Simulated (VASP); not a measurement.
# Pd (Fm-3m) in VASP: notebook

Runs on Pd. Level: PBEsol. Tasks: relaxation of cell and atoms.

All numbers are computed with VASP 6.6.1; they aren't measurements. Logs are shortened: lines on timing, memory, paths and dates and some standing lists are left out, and cuts for length are marked.

## (1) The cell of the first run

The structure is cubic, space group Fm-3m (No. 225). Conventional cell: a = 3.890 Å, b = 3.890 Å, c = 3.890 Å, α = 90.00°, β = 90.00°, γ = 90.00°. Within 3.6 Å of Pd (site symmetry m-3m) lie 12 Pd at 2.75 Å.

## (2) Relaxation of cell and atoms, PBEsol, target pressure 30 GPa, at which the enthalpy is minimised

Contents of INCAR:

```
SYSTEM = Pd
ALGO = Normal ; EDIFF = 1E-7
EDIFFG = -0.03 ; ENCUT = 500
GGA = PS ; GGA_COMPAT = .FALSE.
IBRION = 2 ; ISIF = 3
ISMEAR = -1 ; LASPH = .TRUE.
LCHARG = .FALSE. ; LREAL = .FALSE.
LWAVE = .FALSE. ; NELM = 120
NELMIN = 4 ; NSW = 50
PREC = Accurate ; PSTRESS = 300.0
SIGMA = 0.05
```

Contents of KPOINTS:

```
k-points
0
G
  10 10 10
  0 0 0
```

Contents of POSCAR:

```
Pd
1.0
    0.0000000000      1.9450000000      1.9450000000
    1.9450000000      0.0000000000      1.9450000000
    1.9450000000      1.9450000000      0.0000000000
Pd
1
Direct
    0.0000000000      0.0000000000      0.0000000000
```

Potentials or basis: VASP PAW PBE potentials, release 64 (Pd).

Run with:

```console
cat potpaw_PBE.64/Pd/POTCAR > POTCAR
mpirun -np 1 vasp_std > vasp.out
```

OUTCAR:

```text
SYSTEM = Pd
   EDIFF = 1E-7
   EDIFFG = -0.03
   ENCUT = 500
   GGA = PS
   IBRION = 2
   ISIF = 3
   ISMEAR = -1
   LASPH = .TRUE.
   LREAL = .FALSE.
   NELM = 120
   NELMIN = 4
   NSW = 50
   PREC = Accurate
   PSTRESS = 300.0

 ion  position               nearest neighbor table
   1  0.000  0.000  0.000-

  LATTYP: Found a face centered cubic cell.
 ALAT       =     3.8900000000

  Lattice vectors:

 A1 = (   0.0000000000,   1.9450000000,   1.9450000000)
 A2 = (   1.9450000000,   0.0000000000,   1.9450000000)
 A3 = (   1.9450000000,   1.9450000000,   0.0000000000)

Analysis of symmetry for initial positions (statically):
=====================================================================
 Subroutine PRICEL returns:
 Original cell was already a primitive cell.

 Routine SETGRP: Setting up the symmetry group for a
 face centered cubic supercell.

 Subroutine GETGRP returns: Found 48 space group operations
 (whereof 48 operations were pure point group operations)
 out of a pool of 48 trial point group operations.

The static configuration has the point symmetry O_h .

Analysis of symmetry for dynamics (positions and initial velocities):
=====================================================================
 Subroutine PRICEL returns:
 Original cell was already a primitive cell.

 Routine SETGRP: Setting up the symmetry group for a
 face centered cubic supercell.

 Subroutine GETGRP returns: Found 48 space group operations
 (whereof 48 operations were pure point group operations)
 out of a pool of 48 trial point group operations.

The dynamic configuration has the point symmetry O_h .

 Subroutine INISYM returns: Found 48 space group operations
 (whereof 48 operations are pure point group operations),
 and found     1 'primitive' translations

----------------------------------------------------------------------------------------

                                     Primitive cell

  volume of cell :      14.7160

  direct lattice vectors                    reciprocal lattice vectors
     0.000000000  1.945000000  1.945000000    -0.257069409  0.257069409  0.257069409
     1.945000000  0.000000000  1.945000000     0.257069409 -0.257069409  0.257069409
     1.945000000  1.945000000  0.000000000     0.257069409  0.257069409 -0.257069409

  length of vectors
     2.750645379  2.750645379  2.750645379     0.445257277  0.445257277  0.445257277

  position of ions in fractional coordinates (direct lattice)
     0.000000000  0.000000000  0.000000000

  ion indices of the primitive-cell ions
   primitive index   ion index
                 1           1

----------------------------------------------------------------------------------------

 KPOINTS: k-points

Automatic generation of k-mesh.
 Grid dimensions read from file:
 generate k-points for:   10   10   10

 Generating k-lattice:

  Cartesian coordinates                     Fractional coordinates (reciprocal lattice)
    -0.025706941  0.025706941  0.025706941     0.100000000  0.000000000  0.000000000
     0.025706941 -0.025706941  0.025706941     0.000000000  0.100000000  0.000000000
     0.025706941  0.025706941 -0.025706941     0.000000000  0.000000000  0.100000000

  Length of vectors
     0.044525728  0.044525728  0.044525728

  Shift w.r.t. Gamma in fractional coordinates (k-lattice)
     0.000000000  0.000000000  0.000000000

 Subroutine IBZKPT returns following result:
 ===========================================

 Found     47 irreducible k-points:

 Following reciprocal coordinates:
            Coordinates               Weight
  0.000000  0.000000  0.000000      1.000000
  0.100000  0.000000  0.000000      8.000000
  0.200000  0.000000  0.000000      8.000000
  0.300000  0.000000  0.000000      8.000000
  0.400000  0.000000  0.000000      8.000000
  0.500000  0.000000  0.000000      4.000000
[... 16 lines left out ...]
  0.300000  0.300000  0.000000      6.000000
  0.400000  0.300000  0.000000     24.000000
 [... further k-points ...]
   k-points           NKPTS =     47   k-points in BZ     NKDIM =     47   number of bands    NBANDS=      9
   number of dos      NEDOS =    301   number of ions     NIONS =      1
   total plane-waves  NPLWV =   8000
   dimension x,y,z NGX =    20 NGY =   20 NGZ =   20
   dimension x,y,z NGXF=    40 NGYF=   40 NGZF=   40
   ions per type =               1
   NGX,Y,Z   is equivalent  to a cutoff of  12.09, 12.09, 12.09 a.u.
   NGXF,Y,Z  is equivalent  to a cutoff of  24.18, 24.18, 24.18 a.u.
 SYSTEM =  Pd
   PREC   = accura    normal or accurate (medium, high low for compatibility)
   ISTART =      0    job   : 0-new  1-cont  2-samecut
   ICHARG =      2    charge: 1-file 2-atom 10-const
   ISPIN  =      1    spin polarized calculation?
   LNONCOLLINEAR =      F non collinear calculations
   LSORBIT =      F    spin-orbit coupling
   LASPH  =      T    aspherical Exc in radial PAW
   ENCUT  =  500.0 eV  36.75 Ry    6.06 a.u.   5.02  5.02  5.02*2*pi/ulx,y,z
   NELM   =    120;   NELMIN=  4; NELMDL= -5     # of ELM steps
   EDIFF  = 0.1E-06   stopping-criterion for ELM
   LREAL  =      F    real-space projection
   EDIFFG = -.3E-01   stopping-criterion for IOM
   NSW    =     50    number of steps for IOM
   IBRION =      2    ionic relax: 0-MD 1-quasi-New 2-CG
   NFREE  =      1    steps in history (QN), initial steepest desc. (CG)
   ISIF   =      3    stress and relaxation
   ISYM   =      2    0-nonsym 1-usesym 2-fastsym
   POTIM  = 0.5000    time-step for ionic-motion
   TEBEG  =    0.0;   TEEND  =   0.0 temperature during run
   PSTRESS=  300.0 pullay stress
   NELECT =      10.0000    total number of electrons
   NUPDOWN=      -1.0000    fix difference up-down
   EMIN   =  10.00;   EMAX   =-10.00  energy-range for DOS
   EFERMI =   0.00;   METHOD = LEGACY
   ISMEAR =    -1;   SIGMA  =   0.05  broadening in eV -4-tet -1-fermi 0-gaus
   EFERMI_NEDOS =   21; number of points for ismear=-14 and -15
   IALGO  =     38    algorithm
   IMIX   =      4    mixing-type and parameters
     AMIX     =   0.40;   BMIX     =  1.00
     AMIX_MAG =   1.60;   BMIX_MAG =  1.00
  volume/ion in A,a.u.               =      14.72        99.31
  Fermi-wavevector in a.u.,A,eV,Ry     =   1.439280  2.719844 28.184827  2.071526
  Thomas-Fermi vector in A             =   2.558153
   LORBIT       =      0    0 simple, 1 ext, 2 COOP (PROOUT), +10 PAW based schemes
   GGA     = PS    functional components
   LHFCALC =     F    Hartree Fock is set to
   AEXX    =    0.0000 exact exchange contribution
   IVDW    =     0    specifies the selected vdW correction
   LEPSILON=     F    determine dielectric tensor
   LRPA    =     F    only Hartree local field effects (RPA)
 conjugate gradient relaxation of ions
 non-spin polarized calculation
  energy-cutoff  :      500.00
  volume of cell :       14.72
 maximum number of plane-waves:       388
   NGX =  9   NGY =  9   NGZ =  9

--------------------------------------- Ionic step        1  -------------------------------------------

 number of electron      10.0000000 magnetization

 Free energy of the ion-electron system (eV)
  ---------------------------------------------------
  ext. energy  EPLUGINS =         0.00000000
  ---------------------------------------------------
  free energy    TOTEN  =        -5.97976449 eV

  energy without entropy =       -5.96490842  energy(sigma->0) =       -5.97233646

 E-fermi :   9.6842     XC(G=0): -13.3933

 val. band max:        9.6672326958   @ k =  -0.4000   0.4000   0.0000
 cond. band min:       9.7110910075   @ k =   0.5000   0.2000   0.0000
 fundamental gap:      0.0438583117
 Fermi energy:         9.6842174978

 k-point     1 :       0.0000    0.0000    0.0000
  band No.  band energies     occupation
      1       2.4014      2.00000
      2       6.8028      2.00000
      3       6.8028      2.00000
      4       6.8028      2.00000
      5       8.4403      2.00000
      6       8.4403      2.00000
      7      26.7881      0.00000
      8      31.5694      0.00000
      9      31.5694      0.00000

 k-point     2 :       0.1000    0.0000    0.0000
  band No.  band energies     occupation
      1       2.7594      2.00000
      2       6.6822      2.00000
      3       6.9220      2.00000
      4       6.9220      2.00000
      5       8.3879      2.00000
      6       8.3879      2.00000
      7      27.1309      0.00000
      8      29.5924      0.00000
      9      31.9795      0.00000
[... 403 lines left out ...]
  FREE ENERGIE OF THE ION-ELECTRON SYSTEM (eV)
  ---------------------------------------------------
  free  energy   TOTEN  =        -5.8715620945 eV

  energy  without entropy=       -5.8598566939  energy(sigma->0) =       -5.86570939

  enthalpy is  TOTEN    =        -3.4172907508 eV   P V=        2.4542713436

--------------------------------------- Ionic step        5  -------------------------------------------

 number of electron       9.9999996 magnetization

 Free energy of the ion-electron system (eV)
  ---------------------------------------------------
  ext. energy  EPLUGINS =         0.00000000
  ---------------------------------------------------
  free energy    TOTEN  =        -5.85615966 eV

  energy without entropy =       -5.84461917  energy(sigma->0) =       -5.85038941

 E-fermi :  11.9396     XC(G=0): -14.1662

 val. band max:       11.9227910583   @ k =   0.5000   0.1000   0.0000
 cond. band min:      11.9781723741   @ k =   0.5000   0.2000   0.0000
 fundamental gap:      0.0553813158
 Fermi energy:        11.9395664545

 k-point     1 :       0.0000    0.0000    0.0000
  band No.  band energies     occupation
      1       3.6275      2.00000
      2       8.4192      2.00000
      3       8.4192      2.00000
      4       8.4192      2.00000
      5      10.4177      2.00000
      6      10.4177      2.00000
      7      28.9834      0.00000
      8      34.4816      0.00000
      9      34.4816      0.00000

 k-point     2 :       0.1000    0.0000    0.0000
  band No.  band energies     occupation
      1       4.0264      2.00000
      2       8.2679      2.00000
      3       8.5620      2.00000
      4       8.5620      2.00000
      5      10.3488      2.00000
      6      10.3488      2.00000
      7      29.4820      0.00000
      8      32.4765      0.00000
      9      35.0246      0.00000
[... 286 lines left out ...]
 POSITION                                       TOTAL-FORCE (eV/Angst)
 -----------------------------------------------------------------------------------
      0.00000      0.00000      0.00000         0.000000      0.000000      0.000000
 -----------------------------------------------------------------------------------
    total drift:                                0.000000     -0.000000     -0.000000

  FREE ENERGIE OF THE ION-ELECTRON SYSTEM (eV)
  ---------------------------------------------------
  free  energy   TOTEN  =        -5.8561596555 eV

  energy  without entropy=       -5.8446191669  energy(sigma->0) =       -5.85038941

  enthalpy is  TOTEN    =        -3.4178997552 eV   P V=        2.4382599002

 reached required accuracy - stopping structural energy minimisation
```

It took 48 s on 1 thread of Intel Xeon 8259CL, shared host; peak memory 0.13 GiB.

What came out:

```yaml
Free_energy: -5.8562 eV
Relaxed_volume: 13.02 Å³/atom
Relaxed_cell: a = 2.641 Å, b = 2.641 Å, c = 2.641 Å, α = 60.00°, β = 60.00°, γ = 60.00°
Space_group_after_relaxing_to_0.1_Å: Fm-3m (No. 225)
Energy_change_on_relaxing_the_run_minimises_the_enthalpy: +123.6 meV/atom
Ionic_steps: 5
Pressure_after_relaxing: 30.0 GPa
Band_gap_on_the_k_mesh: zero (bands 5 and 6 overlap by 1.95 eV)
```

The path:
```tsv
step	energy change (eV)	largest force (eV/Å)	pressure (GPa)	volume (Å³)
1	0.0000	0.0000	-2.60	14.72
2	3.2209	0.0000	308.45	9.22
3	0.0884	0.0000	24.63	13.23
4	0.1082	0.0000	27.73	13.11
5	0.1236	0.0000	29.98	13.02
```

Final structure:
```
Pd
1.0
     0.00000    1.86730    1.86730
     1.86730    0.00000    1.86730
     1.86730    1.86730    0.00000
Pd
1
Direct
  0.00000 0.00000 0.00000
```

Caveat: the cell is relaxed towards a set pressure, so the run minimises the enthalpy, not the energy; the PAW data sets were made with another functional, which shifts forces and pressure a little.

## (3) Relaxation of cell and atoms, PBEsol, target pressure 45 GPa, at which the enthalpy is minimised

Contents of INCAR:

```
PREC = Accurate ; ENCUT = 500
EDIFF = 1E-7 ; ISMEAR = -1
SIGMA = 0.05 ; LREAL = False
LASPH = True ; NELM = 120
ALGO = Normal ; ISIF = 3
LWAVE = False ; LCHARG = False
GGA = PS ; IBRION = 2
NSW = 50 ; EDIFFG = -0.03
PSTRESS = 450.0 ; GGA_COMPAT = False
NELMIN = 4
```

Contents of KPOINTS:

```
Automatic mesh
0
Gamma
  10 10 10
```

POSCAR is that of step 2.

Potentials or basis: VASP PAW PBE potentials, release 64 (Pd).

Run with:

```console
cat potpaw_PBE.64/Pd/POTCAR > POTCAR
mpirun -np 1 vasp_std > vasp.out
```

Run time: 46 s. Hardware: 1 thread of Intel Xeon 8259CL, shared host; peak memory 0.14 GiB.

It converged, with:

```
Free energy                                                : -5.7398 eV
Relaxed volume                                             : 12.52 Å³/atom
Relaxed cell                                               : a = 2.607 Å, b = 2.607 Å, c = 2.607 Å, α = 60.00°, β = 60.00°, γ = 60.00°
Space group after relaxing (to 0.1 Å)                      : Fm-3m (No. 225)
Energy change on relaxing (the run minimises the enthalpy) : +240.0 meV/atom
Ionic steps                                                : 5
Pressure after relaxing                                    : 45.3 GPa
Band gap on the k mesh                                     : zero (bands 5 and 6 overlap by 2.08 eV)
```

Step by step:
```tsv
step	energy change (eV)	largest force (eV/Å)	pressure (GPa)	volume (Å³)
1	0.0000	0.0000	-2.60	14.72
2	9.8327	0.0000	849.75	7.23
3	0.1312	0.0000	31.12	12.98
4	0.1750	0.0000	37.13	12.78
5	0.2400	0.0000	45.29	12.52
```

Final structure:
```
CELL_PARAMETERS angstrom
0.00000 1.84314 1.84314
1.84314 0.00000 1.84314
1.84314 1.84314 0.00000
ATOMIC_POSITIONS crystal
Pd 0.00000 0.00000 0.00000
```

Levels at points of the mesh, in eV from the Fermi level:
```
           k point  band 3  band 4  band 5  band 6  band 7  band 8
(0.00, 0.00, 0.00)   -3.75   -3.75   -1.62   -1.62   16.98   22.72
(0.50, 0.00, 0.00)   -3.83   -0.04   -0.04    0.49    8.67   16.39
(0.50, 0.50, 0.00)   -0.07    0.38    0.38    3.20   12.52   13.94
```

Caveat: the cell is relaxed towards a set pressure, so the run minimises the enthalpy, not the energy; the PAW data sets were made with another functional, which shifts forces and pressure a little.

The gap in the log of VASP goes by the Fermi energy; the results here count the filled bands.